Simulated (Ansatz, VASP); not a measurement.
# Pb in VASP and in Ansatz

```
Pb
1.0
     0.00000    3.52923    3.52923
     3.52923    0.00000    3.52923
     3.52923    3.52923    0.00000
Pb
2
Direct
  0.87500 0.87500 0.87500
  0.12500 0.12500 0.12500
```

Alike in both runs: functional PBE; k mesh 11 × 11 × 11; occupations fermi-dirac, width 0.05 eV; no spin polarisation.

Ansatz relaxed the structure, and its values are those at the end. VASP's run is a single point on that final structure, the one shown.

|  | VASP | Ansatz |
| --- | --- | --- |
| version | VASP 6.6.1 | Ansatz 0.2.0 |
| potentials or method | VASP PAW PBE potentials, release 64 (Pb_d) | PAW with Ansatz's default frozen-core files, scalar-relativistic |
| plane-wave cutoff (eV) | 520 | 420 |
| valence electrons in the cell | 28 | 28 |

|  | VASP | Ansatz | Ansatz less VASP |
| --- | --- | --- | --- |
| pressure (GPa) | 0.0 | 0.0 | +0.05 |

Spin-orbit coupling is off throughout.
